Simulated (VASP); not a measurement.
# Na (Im-3m) in VASP: further runs

The runs below take Na through single point, with LDA.

Everything below comes from runs of VASP 6.6.1. Logs are shortened: lines on timing, memory, paths and dates and some standing lists are left out, and cuts for length are marked.

## (1) The cell of the first run

It takes space group Im-3m (No. 229, cubic). The conventional cell has a = 4.235 Å, b = 4.235 Å, c = 4.235 Å, α = 90.00°, β = 90.00°, γ = 90.00°. Na (site symmetry m-3m) has 14 Na at 3.67 to 4.24 Å within 4.8 Å.

## (2) Single point, LDA

INCAR

```
SYSTEM = Na
PREC = Accurate ; ENCUT = 520
EDIFF = 1E-6 ; ISMEAR = 0
SIGMA = 0.15 ; LREAL = .False.
LASPH = .True. ; NELM = 60
ALGO = Fast ; ISIF = 2
LWAVE = .False. ; LCHARG = .True.
LELF = .True. ; LVHAR = .True.
NBANDS = 10
```

KPOINTS

```
Automatic mesh
0
Gamma
  16 16 16
  0 0 0
```

POSCAR

```
Na
1.0
   -2.1175000000      2.1175000000      2.1175000000
    2.1175000000     -2.1175000000      2.1175000000
    2.1175000000      2.1175000000     -2.1175000000
Na
1
Direct
    0.0000000000      0.0000000000      0.0000000000
```

Potentials or basis: VASP PAW LDA potentials, release 64 (Na_pv).

Started as:

```bash
$ cat potpaw_LDA.64/Na_pv/POTCAR > POTCAR
$ mpirun -np 1 vasp_std > vasp.out
```

OUTCAR:

```text
SYSTEM = Na
   PREC = Accurate
   ENCUT = 520
   EDIFF = 1E-6
   ISMEAR = 0
   LREAL = .False.
   LASPH = .True.
   NELM = 60
   ISIF = 2

 ion  position               nearest neighbor table
   1  0.000  0.000  0.000-

  LATTYP: Found a body centered cubic cell.
 ALAT       =     4.2350000000

  Lattice vectors:

 A1 = (  -2.1175000000,   2.1175000000,   2.1175000000)
 A2 = (   2.1175000000,  -2.1175000000,   2.1175000000)
 A3 = (   2.1175000000,   2.1175000000,  -2.1175000000)

Analysis of symmetry for initial positions (statically):
=====================================================================
 Subroutine PRICEL returns:
 Original cell was already a primitive cell.

 Routine SETGRP: Setting up the symmetry group for a
 body centered cubic supercell.

 Subroutine GETGRP returns: Found 48 space group operations
 (whereof 48 operations were pure point group operations)
 out of a pool of 48 trial point group operations.

The static configuration has the point symmetry O_h .

Analysis of symmetry for dynamics (positions and initial velocities):
=====================================================================
 Subroutine PRICEL returns:
 Original cell was already a primitive cell.

 Routine SETGRP: Setting up the symmetry group for a
 body centered cubic supercell.

 Subroutine GETGRP returns: Found 48 space group operations
 (whereof 48 operations were pure point group operations)
 out of a pool of 48 trial point group operations.

The dynamic configuration has the point symmetry O_h .

 Subroutine INISYM returns: Found 48 space group operations
 (whereof 48 operations are pure point group operations),
 and found     1 'primitive' translations

----------------------------------------------------------------------------------------

                                     Primitive cell

  volume of cell :      37.9778

  direct lattice vectors                    reciprocal lattice vectors
    -2.117500000  2.117500000  2.117500000     0.000000000  0.236127509  0.236127509
     2.117500000 -2.117500000  2.117500000     0.236127509  0.000000000  0.236127509
     2.117500000  2.117500000 -2.117500000     0.236127509  0.236127509  0.000000000

  length of vectors
     3.667617585  3.667617585  3.667617585     0.333934725  0.333934725  0.333934725

  position of ions in fractional coordinates (direct lattice)
     0.000000000  0.000000000  0.000000000

  ion indices of the primitive-cell ions
   primitive index   ion index
                 1           1

----------------------------------------------------------------------------------------

 KPOINTS: Automatic mesh

Automatic generation of k-mesh.
 Grid dimensions read from file:
 generate k-points for:   16   16   16

 Generating k-lattice:

  Cartesian coordinates                     Fractional coordinates (reciprocal lattice)
     0.000000000  0.014757969  0.014757969     0.062500000  0.000000000  0.000000000
     0.014757969  0.000000000  0.014757969     0.000000000  0.062500000  0.000000000
     0.014757969  0.014757969  0.000000000     0.000000000  0.000000000  0.062500000

  Length of vectors
     0.020870920  0.020870920  0.020870920

  Shift w.r.t. Gamma in fractional coordinates (k-lattice)
     0.000000000  0.000000000  0.000000000

 Subroutine IBZKPT returns following result:
 ===========================================

 Found    145 irreducible k-points:

 Following reciprocal coordinates:
            Coordinates               Weight
  0.000000  0.000000  0.000000      1.000000
  0.062500  0.000000  0.000000     12.000000
  0.125000  0.000000  0.000000     12.000000
  0.187500  0.000000  0.000000     12.000000
  0.250000  0.000000  0.000000     12.000000
  0.312500  0.000000  0.000000     12.000000
[... 16 lines left out ...]
  0.187500  0.187500  0.000000     24.000000
  0.250000  0.187500  0.000000     48.000000
 [... further k-points ...]
   k-points           NKPTS =    145   k-points in BZ     NKDIM =    145   number of bands    NBANDS=     10
   number of dos      NEDOS =    301   number of ions     NIONS =      1
   total plane-waves  NPLWV =  21952
   dimension x,y,z NGX =    28 NGY =   28 NGZ =   28
   dimension x,y,z NGXF=    56 NGYF=   56 NGZF=   56
   ions per type =               1
   NGX,Y,Z   is equivalent  to a cutoff of  12.69, 12.69, 12.69 a.u.
   NGXF,Y,Z  is equivalent  to a cutoff of  25.38, 25.38, 25.38 a.u.
 SYSTEM =  Na
   PREC   = accura    normal or accurate (medium, high low for compatibility)
   ISTART =      0    job   : 0-new  1-cont  2-samecut
   ICHARG =      2    charge: 1-file 2-atom 10-const
   ISPIN  =      1    spin polarized calculation?
   LNONCOLLINEAR =      F non collinear calculations
   LSORBIT =      F    spin-orbit coupling
   LASPH  =      T    aspherical Exc in radial PAW
   ENCUT  =  520.0 eV  38.22 Ry    6.18 a.u.   6.82  6.82  6.82*2*pi/ulx,y,z
   NELM   =     60;   NELMIN=  2; NELMDL= -5     # of ELM steps
   EDIFF  = 0.1E-05   stopping-criterion for ELM
   LREAL  =      F    real-space projection
   EDIFFG = 0.1E-04   stopping-criterion for IOM
   NSW    =      0    number of steps for IOM
   IBRION =     -1    ionic relax: 0-MD 1-quasi-New 2-CG
   NFREE  =      0    steps in history (QN), initial steepest desc. (CG)
   ISIF   =      2    stress and relaxation
   ISYM   =      2    0-nonsym 1-usesym 2-fastsym
   POTIM  = 0.5000    time-step for ionic-motion
   TEBEG  =    0.0;   TEEND  =   0.0 temperature during run
   PSTRESS=    0.0 pullay stress
   NELECT =       7.0000    total number of electrons
   NUPDOWN=      -1.0000    fix difference up-down
   EMIN   =  10.00;   EMAX   =-10.00  energy-range for DOS
   EFERMI =   0.00;   METHOD = LEGACY
   ISMEAR =     0;   SIGMA  =   0.15  broadening in eV -4-tet -1-fermi 0-gaus
   EFERMI_NEDOS =   21; number of points for ismear=-14 and -15
   IALGO  =     68    algorithm
   IMIX   =      4    mixing-type and parameters
     AMIX     =   0.40;   BMIX     =  1.00
     AMIX_MAG =   1.60;   BMIX_MAG =  1.00
  volume/ion in A,a.u.               =      37.98       256.29
  Fermi-wavevector in a.u.,A,eV,Ry     =   0.931674  1.760609 11.810087  0.868017
  Thomas-Fermi vector in A             =   2.058192
   LORBIT       =      0    0 simple, 1 ext, 2 COOP (PROOUT), +10 PAW based schemes
   GGA     = CA    functional components
   LHFCALC =     F    Hartree Fock is set to
   AEXX    =    0.0000 exact exchange contribution
   IVDW    =     0    specifies the selected vdW correction
   LEPSILON=     F    determine dielectric tensor
   LRPA    =     F    only Hartree local field effects (RPA)
 non-spin polarized calculation
 RMM-DIIS sequential band-by-band and
 Gauss-broadening in eV      SIGMA  =   0.15
  energy-cutoff  :      520.00
  volume of cell :       37.98
 maximum number of plane-waves:      1055
   NGX = 13   NGY = 13   NGZ = 13

 number of electron       7.0000004 magnetization

 Free energy of the ion-electron system (eV)
  ---------------------------------------------------
  ext. energy  EPLUGINS =         0.00000000
  ---------------------------------------------------
  free energy    TOTEN  =        -1.44186954 eV

  energy without entropy =       -1.43672101  energy(sigma->0) =       -1.43929528

 E-fermi :   0.0936     XC(G=0):  -6.6608

 val. band max:        0.0828827394   @ k =  -0.3750   0.4375   0.1250
 cond. band min:       0.1442006046   @ k =  -0.4375   0.4375   0.0625
 fundamental gap:      0.0613178651
 Fermi energy:         0.0935535416

 k-point     1 :       0.0000    0.0000    0.0000
  band No.  band energies     occupation
      1     -24.8683      2.00000
      2     -24.8683      2.00000
      3     -24.8683      2.00000
      4      -3.1373      2.00000
      5      11.5840      0.00000
      6      11.5840      0.00000
      7      11.5840      0.00000
      8      12.6676      0.00000
      9      12.6677      0.00000
     10      13.2746      0.00000

 k-point     2 :       0.0625    0.0000    0.0000
  band No.  band energies     occupation
      1     -24.8696      2.00000
      2     -24.8688      2.00000
      3     -24.8683      2.00000
      4      -3.0696      2.00000
      5      10.6690      0.00000
      6      11.1554      0.00000
      7      11.2735      0.00000
      8      12.0430      0.00000
      9      12.1665      0.00000
     10      13.2871      0.00000

 k-point     3 :       0.1250    0.0000    0.0000
  band No.  band energies     occupation
      1     -24.8732      2.00000
      2     -24.8700      2.00000
      3     -24.8683      2.00000
      4      -2.8669      2.00000
      5       9.0776      0.00000
      6      10.4432      0.00000
      7      10.7230      0.00000
      8      11.3008      0.00000
      9      11.8720      0.00000
     10      13.3833      0.00000

 k-point     4 :       0.1875    0.0000    0.0000
  band No.  band energies     occupation
      1     -24.8787      2.00000
      2     -24.8718      2.00000
      3     -24.8683      2.00000
      4      -2.5310      2.00000
      5       7.4998      0.00000
      6       9.7768      0.00000
      7      10.1969      0.00000
      8      10.6627      0.00000
      9      11.4955      0.00000
     10      13.6558      0.00000
[... 222 lines left out ...]
 k-point    22 :       0.4375    0.1250    0.0000
  band No.  band energies     occupation
      1     -24.8999      2.00000
      2     -24.8811      2.00000
      3     -24.8700      2.00000
      4       1.0471      0.00000
      5       1.4434      0.00000
      6       6.2251      0.00000
      7       8.3656      0.00000
      8      10.2663      0.00000
      9      12.2937      0.00000
     10      14.7288      0.00000

 k-point    23 :       0.1875    0.1875    0.0000
  band No.  band energies     occupation
      1     -24.8909      2.00000
      2     -24.8763      2.00000
      3     -24.8706      2.00000
      4      -1.3386      2.00000
      5       5.4110      0.00000
      6       6.0547      0.00000
      7       8.8281      0.00000
      8      11.3262      0.00000
      9      12.1253      0.00000
     10      14.6277      0.00000

 k-point    24 :       0.2500    0.1875    0.0000
  band No.  band energies     occupation
      1     -24.8943      2.00000
      2     -24.8791      2.00000
      3     -24.8710      2.00000
      4      -0.6875      2.00000
      5       4.2971      0.00000
      6       5.4742      0.00000
      7       8.4789      0.00000
      8      11.2379      0.00000
      9      12.4417      0.00000
     10      14.3543      0.00000

 [... further k-points ...]

------------------------ aborting loop because EDIFF is reached ----------------------------------------

  FORCE on cell =-STRESS in cart. coord.  units (eV):
  Direction    XX          YY          ZZ          XY          YZ          ZX
  --------------------------------------------------------------------------------------
  -------------------------------------------------------------------------------------
  Total       -0.2616175     -0.2616175     -0.2616175      0.0000000     -0.0000000      0.0000000
  in kB      -11.0369005    -11.0369005    -11.0369005      0.0000000     -0.0000000      0.0000000
  external PRESSURE =     -11.0369005 kB  Pullay stress =       0.0000000 kB

 VOLUME and BASIS-vectors are now :
 -----------------------------------------------------------------------------
  energy-cutoff  :      520.00
  volume of cell :       37.98
      direct lattice vectors                 reciprocal lattice vectors
    -2.117500000  2.117500000  2.117500000     0.000000000  0.236127509  0.236127509
     2.117500000 -2.117500000  2.117500000     0.236127509  0.000000000  0.236127509
     2.117500000  2.117500000 -2.117500000     0.236127509  0.236127509  0.000000000

 POSITION                                       TOTAL-FORCE (eV/Angst)
 -----------------------------------------------------------------------------------
      0.00000      0.00000      0.00000         0.000000     -0.000000      0.000000
 -----------------------------------------------------------------------------------
    total drift:                               -0.000000     -0.000000     -0.000000

  FREE ENERGIE OF THE ION-ELECTRON SYSTEM (eV)
  ---------------------------------------------------
  free  energy   TOTEN  =        -1.4418695426 eV

  energy  without entropy=       -1.4367210120  energy(sigma->0) =       -1.43929528
```

Run time: 31 s. Hardware: 1 thread of Intel Xeon Platinum 8259CL at 2.50GHz (Skylake/Cascade Lake), shared host; peak memory 0.16 GiB.

Results:

| Property | Result |
| --- | --- |
| Free energy | -1.4419 eV |
| Pressure | -1.1 GPa |

## (3) Single point, LDA

INCAR

```
ALGO     = Normal         # electronic algorithm
EDIFF    = 1E-6           # SCF threshold, eV
ENCUT    = 520            # plane-wave cutoff, eV
GGA      = CA             # functional
ISIF     = 2              # what is computed and relaxed
ISMEAR   = 0              # smearing method
LASPH    = True           # aspherical terms in the spheres
LCHARG   = False          # write CHGCAR
LREAL    = False          # projectors in reciprocal space
LWAVE    = False          # write WAVECAR
NBANDS   = 10             # bands
NELM     = 80             # most SCF steps
PREC     = Accurate       # precision mode
SIGMA    = 0.15           # smearing width, eV
```

KPOINTS

```
k-points
0
Gamma
  18 18 18
```

POSCAR is that of step 2.

Potentials or basis: VASP PAW LDA potentials, release 64 (Na_pv).

Started as:

```bash
$ cat potpaw_LDA.64/Na_pv/POTCAR > POTCAR
$ mpirun -np 1 vasp_std > vasp.out
```

Run time: 30 s. Hardware: 1 thread of Intel Xeon Platinum 8259CL at 2.50GHz (Skylake/Cascade Lake), shared host; peak memory 0.17 GiB.

The run converged. Its results:

* Free energy: -1.4417 eV
* Pressure: -1.0 GPa

Levels at points of the mesh, in eV from the Fermi level:
```csv
k point,band 1,band 2,band 3,band 4,band 5,band 6,band 7
"(0.00, 0.00, 0.00)",-24.97,-24.97,-24.97,-3.23,11.49,11.49,11.49
"(0.50, 0.00, 0.00)",-25.00,-24.98,-24.97,0.77,1.15,8.10,8.85
"(0.50, 0.50, 0.50)",-24.99,-24.99,-24.99,4.54,4.54,4.77,4.77
```
